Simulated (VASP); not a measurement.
# BAs (rocksalt type) (Fm-3m) in VASP: single point with PBE

Aim: the single point of BAs (rocksalt type) with PBE.

Program: VASP 6.6.1. These are calculated values, not measurements. Logs are shortened: lines on timing, memory, paths and dates and some standing lists are left out, and cuts for length are marked.

### Step 1. The cell of the first run

Symmetry: Fm-3m, No. 225, cubic system. Conventional cell: a = 4.614 Å, b = 4.614 Å, c = 4.614 Å, α = 90.00°, β = 90.00°, γ = 90.00°. B (site symmetry m-3m) has 6 As at 2.31 Å within 3.0 Å. As (site symmetry m-3m) has 6 B at 2.31 Å within 3.0 Å.

### Step 2. Single point, PBE

INCAR reads:

```
SYSTEM = BAs
PREC = Accurate
ENCUT = 520
EDIFF = 1E-7
ISMEAR = -1
SIGMA = 0.1
LREAL = .FALSE.
LASPH = .TRUE.
NELM = 80
ALGO = Normal
ISIF = 2
LWAVE = .FALSE.
LCHARG = .TRUE.
GGA = PE
LELF = .TRUE.
LVHAR = .TRUE.
NBANDS = 11
```

KPOINTS reads:

```
Automatic mesh
0
G
  16 16 16
  0 0 0
```

POSCAR reads:

```
BAs
1.0
    0.0000000000      2.3071144878      2.3071144878
    2.3071144878      0.0000000000      2.3071144878
    2.3071144878      2.3071144878      0.0000000000
B As
1 1
Direct
    0.0000000000      0.0000000000      0.0000000000
    0.5000000000      0.5000000000      0.5000000000
```

Potentials or basis: VASP PAW PBE potentials, release 64 (B, As).

Command:

```sh
cat potpaw_PBE.64/B/POTCAR potpaw_PBE.64/As/POTCAR > POTCAR
mpirun -np 1 vasp_std > vasp.out
```

OUTCAR:

```text
SYSTEM = BAs
   PREC = Accurate
   ENCUT = 520
   EDIFF = 1E-7
   ISMEAR = -1
   LREAL = .FALSE.
   LASPH = .TRUE.
   NELM = 80
   ISIF = 2
   GGA = PE

 ion  position               nearest neighbor table
   1  0.000  0.000  0.000-   2 2.31   2 2.31   2 2.31   2 2.31   2 2.31   2 2.31
   2  0.500  0.500  0.500-   1 2.31   1 2.31   1 2.31   1 2.31   1 2.31   1 2.31

  LATTYP: Found a face centered cubic cell.
 ALAT       =     4.6142289756

  Lattice vectors:

 A1 = (   0.0000000000,   2.3071144878,   2.3071144878)
 A2 = (   2.3071144878,   0.0000000000,   2.3071144878)
 A3 = (   2.3071144878,   2.3071144878,   0.0000000000)

Analysis of symmetry for initial positions (statically):
=====================================================================
 Subroutine PRICEL returns:
 Original cell was already a primitive cell.

 Routine SETGRP: Setting up the symmetry group for a
 face centered cubic supercell.

 Subroutine GETGRP returns: Found 48 space group operations
 (whereof 48 operations were pure point group operations)
 out of a pool of 48 trial point group operations.

The static configuration has the point symmetry O_h .

Analysis of symmetry for dynamics (positions and initial velocities):
=====================================================================
 Subroutine PRICEL returns:
 Original cell was already a primitive cell.

 Routine SETGRP: Setting up the symmetry group for a
 face centered cubic supercell.

 Subroutine GETGRP returns: Found 48 space group operations
 (whereof 48 operations were pure point group operations)
 out of a pool of 48 trial point group operations.

The dynamic configuration has the point symmetry O_h .

 Subroutine INISYM returns: Found 48 space group operations
 (whereof 48 operations are pure point group operations),
 and found     1 'primitive' translations

----------------------------------------------------------------------------------------

                                     Primitive cell

  volume of cell :      24.5605

  direct lattice vectors                    reciprocal lattice vectors
     0.000000000  2.307114488  2.307114488    -0.216720931  0.216720931  0.216720931
     2.307114488  0.000000000  2.307114488     0.216720931 -0.216720931  0.216720931
     2.307114488  2.307114488  0.000000000     0.216720931  0.216720931 -0.216720931

  length of vectors
     3.262752599  3.262752599  3.262752599     0.375371664  0.375371664  0.375371664

  position of ions in fractional coordinates (direct lattice)
     0.000000000  0.000000000  0.000000000
     0.500000000  0.500000000  0.500000000

  ion indices of the primitive-cell ions
   primitive index   ion index
                 1           1
                 2           2

----------------------------------------------------------------------------------------

 KPOINTS: Automatic mesh

Automatic generation of k-mesh.
 Grid dimensions read from file:
 generate k-points for:   16   16   16

 Generating k-lattice:

  Cartesian coordinates                     Fractional coordinates (reciprocal lattice)
    -0.013545058  0.013545058  0.013545058     0.062500000  0.000000000  0.000000000
     0.013545058 -0.013545058  0.013545058     0.000000000  0.062500000  0.000000000
     0.013545058  0.013545058 -0.013545058     0.000000000  0.000000000  0.062500000

  Length of vectors
     0.023460729  0.023460729  0.023460729

  Shift w.r.t. Gamma in fractional coordinates (k-lattice)
     0.000000000  0.000000000  0.000000000

 Subroutine IBZKPT returns following result:
 ===========================================

 Found    145 irreducible k-points:

 Following reciprocal coordinates:
            Coordinates               Weight
  0.000000  0.000000  0.000000      1.000000
  0.062500  0.000000  0.000000      8.000000
  0.125000  0.000000  0.000000      8.000000
  0.187500  0.000000  0.000000      8.000000
  0.250000  0.000000  0.000000      8.000000
  0.312500  0.000000  0.000000      8.000000
[... 16 lines left out ...]
 -0.125000  0.062500  0.000000     24.000000
 -0.062500  0.062500  0.000000     12.000000
 [... further k-points ...]
   k-points           NKPTS =    145   k-points in BZ     NKDIM =    145   number of bands    NBANDS=     11
   number of dos      NEDOS =    301   number of ions     NIONS =      2
   total plane-waves  NPLWV =  13824
   dimension x,y,z NGX =    24 NGY =   24 NGZ =   24
   dimension x,y,z NGXF=    48 NGYF=   48 NGZF=   48
   ions per type =               1   1
   NGX,Y,Z   is equivalent  to a cutoff of  12.23, 12.23, 12.23 a.u.
   NGXF,Y,Z  is equivalent  to a cutoff of  24.46, 24.46, 24.46 a.u.
 SYSTEM =  BAs
   PREC   = accura    normal or accurate (medium, high low for compatibility)
   ISTART =      0    job   : 0-new  1-cont  2-samecut
   ICHARG =      2    charge: 1-file 2-atom 10-const
   ISPIN  =      1    spin polarized calculation?
   LNONCOLLINEAR =      F non collinear calculations
   LSORBIT =      F    spin-orbit coupling
   LASPH  =      T    aspherical Exc in radial PAW
   ENCUT  =  520.0 eV  38.22 Ry    6.18 a.u.   6.07  6.07  6.07*2*pi/ulx,y,z
   NELM   =     80;   NELMIN=  2; NELMDL= -5     # of ELM steps
   EDIFF  = 0.1E-06   stopping-criterion for ELM
   LREAL  =      F    real-space projection
   EDIFFG = 0.1E-05   stopping-criterion for IOM
   NSW    =      0    number of steps for IOM
   IBRION =     -1    ionic relax: 0-MD 1-quasi-New 2-CG
   NFREE  =      0    steps in history (QN), initial steepest desc. (CG)
   ISIF   =      2    stress and relaxation
   ISYM   =      2    0-nonsym 1-usesym 2-fastsym
   POTIM  = 0.5000    time-step for ionic-motion
   TEBEG  =    0.0;   TEEND  =   0.0 temperature during run
   PSTRESS=    0.0 pullay stress
   NELECT =       8.0000    total number of electrons
   NUPDOWN=      -1.0000    fix difference up-down
   EMIN   =  10.00;   EMAX   =-10.00  energy-range for DOS
   EFERMI =   0.00;   METHOD = LEGACY
   ISMEAR =    -1;   SIGMA  =   0.10  broadening in eV -4-tet -1-fermi 0-gaus
   EFERMI_NEDOS =   21; number of points for ismear=-14 and -15
   IALGO  =     38    algorithm
   IMIX   =      4    mixing-type and parameters
     AMIX     =   0.40;   BMIX     =  1.00
     AMIX_MAG =   1.60;   BMIX_MAG =  1.00
  volume/ion in A,a.u.               =      12.28        82.87
  Fermi-wavevector in a.u.,A,eV,Ry     =   1.126399  2.128586 17.262735  1.268775
  Thomas-Fermi vector in A             =   2.263081
   LORBIT       =      0    0 simple, 1 ext, 2 COOP (PROOUT), +10 PAW based schemes
   GGA     = PE    functional components
[... 5 lines left out ...]
 non-spin polarized calculation
  energy-cutoff  :      520.00
  volume of cell :       24.56
 maximum number of plane-waves:       684
   NGX = 13   NGY = 13   NGZ = 13

 number of electron       7.9999999 magnetization

 Free energy of the ion-electron system (eV)
  ---------------------------------------------------
  ext. energy  EPLUGINS =         0.00000000
  ---------------------------------------------------
  free energy    TOTEN  =        -9.64298209 eV

  energy without entropy =       -9.61715758  energy(sigma->0) =       -9.63006983

 E-fermi :   7.2628     XC(G=0): -11.4197

 val. band max:        7.2564284670   @ k =  -0.2500   0.1875   0.0625
 cond. band min:       7.2716598956   @ k =   0.3125   0.1875   0.0625
 fundamental gap:      0.0152314286
 Fermi energy:         7.2627852171

 k-point     1 :       0.0000    0.0000    0.0000
  band No.  band energies     occupation
      1      -8.6265      2.00000
      2       7.2527      1.05034
      3       7.2527      1.05034
      4       7.2527      1.05034
      5      10.7157      0.00000
      6      14.9360      0.00000
      7      14.9360      0.00000
      8      14.9360      0.00000
      9      16.1359      0.00000
     10      16.1359      0.00000
     11      16.1359      0.00000

 k-point     2 :       0.0625    0.0000    0.0000
  band No.  band energies     occupation
      1      -8.5520      2.00000
      2       6.6572      1.99532
      3       7.2461      1.08324
      4       7.2461      1.08324
      5      11.0360      0.00000
      6      14.5332      0.00000
      7      14.5332      0.00000
      8      14.8086      0.00000
      9      16.0565      0.00000
     10      16.3055      0.00000
     11      16.3055      0.00000

 k-point     3 :       0.1250    0.0000    0.0000
  band No.  band energies     occupation
      1      -8.3292      2.00000
      2       5.3492      2.00000
      3       7.2357      1.13472
      4       7.2357      1.13472
      5      11.5113      0.00000
      6      13.6268      0.00000
      7      13.6268      0.00000
      8      14.4788      0.00000
      9      16.1236      0.00000
     10      16.7893      0.00000
     11      16.7893      0.00000

 k-point     4 :       0.1875    0.0000    0.0000
  band No.  band energies     occupation
      1      -7.9601      2.00000
      2       3.8086      2.00000
      3       7.2450      1.08847
      4       7.2450      1.08847
      5      11.7229      0.00000
      6      12.5802      0.00000
      7      12.5802      0.00000
      8      14.0670      0.00000
      9      16.6018      0.00000
     10      17.5592      0.00000
     11      17.5592      0.00000

 k-point     5 :       0.2500    0.0000    0.0000
  band No.  band energies     occupation
      1      -7.4492      2.00000
      2       2.2283      2.00000
      3       7.3029      0.80219
      4       7.3029      0.80218
      5      11.5537      0.00000
      6      11.5537      0.00000
      7      11.6999      0.00000
      8      13.6505      0.00000
      9      17.4396      0.00000
     10      18.5848      0.00000
     11      18.5848      0.00000
[... 211 lines left out ...]
 k-point    21 :      -0.2500    0.0625    0.0000
  band No.  band energies     occupation
      1      -7.1837      2.00000
      2       1.7536      2.00000
      3       6.2424      1.99993
      4       8.1081      0.00043
      5      10.2712      0.00000
      6      11.2047      0.00000
      7      12.4291      0.00000
      8      14.1108      0.00000
      9      17.2988      0.00000
     10      18.3712      0.00000
     11      20.3033      0.00000

 k-point    22 :      -0.1875    0.0625    0.0000
  band No.  band energies     occupation
      1      -7.7396      2.00000
      2       3.3031      2.00000
      3       6.2913      1.99988
      4       7.8880      0.00385
      5      11.3016      0.00000
      6      11.7170      0.00000
      7      12.8023      0.00000
      8      14.5235      0.00000
      9      16.4272      0.00000
     10      17.3985      0.00000
     11      19.0914      0.00000

 k-point    23 :      -0.1250    0.0625    0.0000
  band No.  band energies     occupation
      1      -8.1564      2.00000
      2       4.8201      2.00000
      3       6.4511      1.99940
      4       7.6831      0.02945
      5      11.7673      0.00000
      6      12.4184      0.00000
      7      13.4489      0.00000
      8      14.8520      0.00000
      9      15.9353      0.00000
     10      16.7124      0.00000
     11      18.0052      0.00000

 k-point    24 :      -0.0625    0.0625    0.0000
  band No.  band energies     occupation
      1      -8.4281      2.00000
      2       6.0698      1.99999
      3       6.7713      1.98544
      4       7.4719      0.21991
      5      11.4101      0.00000
      6      13.5530      0.00000
      7      14.1518      0.00000
      8      14.9926      0.00000
      9      15.8441      0.00000
     10      16.3418      0.00000
     11      17.0551      0.00000

 [... further k-points ...]
[... 5 lines left out ...]
  --------------------------------------------------------------------------------------
  -------------------------------------------------------------------------------------
  Total        0.0531990      0.0531990      0.0531990     -0.0000000      0.0000000     -0.0000000
  in kB        3.4703742      3.4703742      3.4703742     -0.0000000      0.0000000     -0.0000000
  external PRESSURE =       3.4703742 kB  Pullay stress =       0.0000000 kB

 VOLUME and BASIS-vectors are now :
 -----------------------------------------------------------------------------
  energy-cutoff  :      520.00
  volume of cell :       24.56
      direct lattice vectors                 reciprocal lattice vectors
     0.000000000  2.307114488  2.307114488    -0.216720931  0.216720931  0.216720931
     2.307114488  0.000000000  2.307114488     0.216720931 -0.216720931  0.216720931
     2.307114488  2.307114488  0.000000000     0.216720931  0.216720931 -0.216720931

 POSITION                                       TOTAL-FORCE (eV/Angst)
 -----------------------------------------------------------------------------------
      0.00000      0.00000      0.00000        -0.000000      0.000000      0.000000
      2.30711      2.30711      2.30711         0.000000      0.000000     -0.000000
 -----------------------------------------------------------------------------------
    total drift:                                0.000000     -0.000000     -0.000000

  FREE ENERGIE OF THE ION-ELECTRON SYSTEM (eV)
  ---------------------------------------------------
  free  energy   TOTEN  =        -9.6429820928 eV

  energy  without entropy=       -9.6171575761  energy(sigma->0) =       -9.63006983
```

Run time: 56 s. Hardware: 1 thread of AMD EPYC 7R13, shared host; peak memory 0.14 GiB.

Results:

| Property | Result |
| --- | --- |
| Free energy | -9.6430 eV |
| Pressure | 0.3 GPa |
| Band gap on the k mesh | zero (band 4 reaches 8.84 eV, above the bottom of band 5 at 3.88 eV) |

Levels at points of the mesh, in eV from the Fermi level:
| k point | band 1 | band 2 | band 3 | band 4 | band 5 | band 6 | band 7 | band 8 |
| --- | --- | --- | --- | --- | --- | --- | --- | --- |
| (0.00, 0.00, 0.00) | -15.89 | -0.01 | -0.01 | -0.01 | 3.45 | 7.67 | 7.67 | 7.67 |
| (0.50, 0.00, 0.00) | -12.14 | -9.68 | 1.08 | 1.08 | 1.34 | 1.34 | 4.13 | 5.45 |
| (0.50, 0.50, 0.00) | -10.71 | -7.86 | -3.71 | -3.71 | -3.38 | 3.71 | 10.57 | 10.57 |
